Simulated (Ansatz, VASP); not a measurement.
## Sr in VASP and in Ansatz

Contents of INCAR:

```
SYSTEM = Sr
PREC = Accurate ; ENCUT = 520
EDIFF = 1E-6 ; ISMEAR = 0
SIGMA = 0.1 ; LREAL = .FALSE.
LASPH = .TRUE. ; NELM = 100
ALGO = Normal ; ISIF = 2
LWAVE = .FALSE. ; LCHARG = .FALSE.
GGA = PE ; NBANDS = 22
```

KPOINTS

```
regular mesh
0
G
  10 10 4
  0 0 0
```

Contents of POSCAR:

```
Sr
1.0
    3.7793803722     -2.1931930658      0.0130210772
    3.7577440267      2.1557556538     -0.0018647285
   -2.5259072628     -0.0237710672     10.6364854835
Sr
3
Direct
    0.0418221556     -0.0565539772      0.4761014784
    0.1826973377      0.2559860546      0.1700204482
    0.7754828176      0.8005656117      0.8538780734
```

Input for Ansatz:

```yaml
crystal:
  lattice:
    - [3.7793803722, -2.1931930658, 0.0130210772]
    - [3.7577440267, 2.1557556538, -0.0018647285]
    - [-2.5259072628, -0.0237710672, 10.6364854835]
  atoms:
    - { symbol: Sr, position: [0.0418221556, -0.0565539772, 0.4761014784] }
    - { symbol: Sr, position: [0.1826973377, 0.2559860546, 0.1700204482] }
    - { symbol: Sr, position: [0.7754828176, 0.8005656117, 0.8538780734] }
basis:
  ecutwfc: 420
kpoints:
  mp_grid: { grid: [10, 10, 4] }
hamiltonian:
  xc: pbe
scf:
  occupations: { method: gaussian, width: 0.1 }
output:
  forces: true
  stress: true
  eigenvalues: true
  populations: true
```

Change from the starting cell: all atoms moved at random, cell strained at random.

Alike in both runs: task single point; functional PBE; k mesh 10 × 10 × 4; occupations gaussian, width 0.1 eV; no spin polarisation.

```csv
,VASP,Ansatz
version,VASP 6.6.1,Ansatz 0.2.0
potentials or method,"VASP PAW PBE potentials, release 64 (Sr_sv), cutoff 520 eV","scalar-relativistic, plane waves, PAW"
valence electrons in the cell,30,30
```

```csv
,VASP,Ansatz,Ansatz less VASP
gap on the k mesh at the Fermi level (eV),none,none,-
pressure (GPa),-0.3,-0.3,0.00
"traceless stress, the component that is largest in VASP (GPa)",0.38,0.38,0.000
rms of the force components (eV/Å),0.197,0.197,-0.0006
```

Atom by atom the forces differ by 0.001 eV/Å (rms over components). A gap of «none» marks a metal or a gap that the smearing closes.
